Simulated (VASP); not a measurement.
Set up this calculation in VASP 6.6.1, as the native input.

| Quantity | Value |
| --- | --- |
| Task | single point |
| Functional | PBE |
| Potentials or basis | VASP PAW PBE potentials, release 64 (Ti_sv, O) |
| Cutoff | 520 eV |
| k mesh | 2 × 2 × 2 |
| Occupations | gaussian, width 0.01 eV |
| Spin | no spin polarisation |
| Dipole correction | no |
| Further INCAR settings | LREAL = Auto; ALGO = Normal; EDIFF = 1e-06; NBANDS = 222; ISYM = 0 |

The structure of TiO2 lies in POSCAR:

```
TiO2
1.0
    7.5684000000      0.0000000000      0.0000000000
    0.0000000000      7.5684000000      0.0000000000
    0.0000000000      0.0000000000      9.5146000000
Ti O
16 32
Direct
   -0.0066098500     -0.0055609900     -0.0011228100
    0.7462539000      0.2572102300      0.4999371600
    0.4968709000      0.4915815700     -0.0022552100
    0.2568901000      0.7556874500      0.5024110000
    0.2432321100      0.2513141400      0.4952053100
   -0.0032317600      0.4924702400     -0.0054843000
    0.7606846900      0.7473940900      0.4955690600
    0.4967145400     -0.0073555400      0.0051201700
   -0.0038922700      0.2442819700      0.2509036100
    0.7567655900      0.4983941500      0.7491042400
    0.5013707800      0.7514681500      0.2578180100
    0.2462071700      0.0070853000      0.7532093500
    0.2608617100      0.5009073700      0.7518867400
    0.0070155900      0.7439436200      0.2505279300
    0.7480948900     -0.0000819200      0.7419046000
    0.5081384600      0.2558935900      0.2466281900
   -0.0019013000      0.0009505300      0.2085311700
    0.7544604900      0.2469697300      0.6985062000
    0.4937889900      0.5061474600      0.2101958200
    0.2412223700      0.7536207500      0.7101628500
    0.2442455400      0.2607085600      0.7054503200
    0.0138555400      0.5000239000      0.2086592100
    0.7548464300      0.7553090900      0.7059993700
    0.5059948900      0.0018023300      0.2174625700
   -0.0097856700      0.2474312900      0.4485695800
    0.7534657900      0.5149050200      0.9628690100
    0.4962212000      0.7548721100      0.4586578400
    0.2538544500      0.0118163800      0.9605978000
    0.2320890900      0.5009445500      0.9679069500
   -0.0072482700      0.7597073200      0.4590608400
    0.7456427600     -0.0044172300      0.9453559300
    0.5040087300      0.2493743700      0.4610635800
   -0.0207292300      0.2461483900      0.0369701000
    0.7512530800      0.5012816100      0.5426925600
    0.4891698700      0.7592044200      0.0504736700
    0.2518721000     -0.0017178000      0.5413218600
    0.2511503100      0.5067350200      0.5376514200
   -0.0070021200      0.7503777800      0.0388509000
    0.7677993500     -0.0096059500      0.5383058400
    0.4992335900      0.2572789400      0.0486066300
    0.0002742700      0.0138720100      0.7940612600
    0.7473062800      0.2596545600      0.2947959300
    0.4988311800      0.4923013300      0.8007876000
    0.2563904900      0.7318778100      0.2912059800
    0.2468153100      0.2418838800      0.3010417500
   -0.0007753600      0.4913754700      0.7862637400
    0.7525081300      0.7504585600      0.3009642200
    0.4951668700     -0.0053173400      0.7927981700
```

This cell differs from its parent crystal: all modes displaced by their root-mean-square amplitude at 0 K (nat).

The input as run:

INCAR

```
PREC = Accurate ; ENCUT = 520
EDIFF = 1E-6 ; ISMEAR = 0
SIGMA = 0.01 ; LREAL = Auto
LASPH = T ; NELM = 100
ALGO = Normal ; ISIF = 2
LWAVE = F ; LCHARG = T
GGA = PE ; LELF = T
LVHAR = T ; NBANDS = 222
ISYM = 0
```

KPOINTS

```
Automatic mesh
0
Gamma
  2 2 2
```

Potentials or basis: VASP PAW PBE potentials, release 64 (Ti_sv, O).

Launch:

```bash
$ cat potpaw_PBE.64/Ti_sv/POTCAR potpaw_PBE.64/O/POTCAR > POTCAR
$ mpirun -np 1 vasp_std > vasp.out
```

It gave:

```yaml
Pressure: 7.9 GPa
Largest_force: 3.427 eV/Å
Band_gap_on_the_k_mesh: 2.11 eV
```

Caveat: the cell differs from its parent crystal (all modes displaced by their root-mean-square amplitude at 0 K (nat)); forces of over 1 eV/Å act on the atoms, so gaps and moduli don't describe the material at rest.

Run time: 43 min on 1 thread of AMD EPYC 7R43 64-Core Processor (Zen 3), with other jobs on the host, peak memory 0.82 GiB.
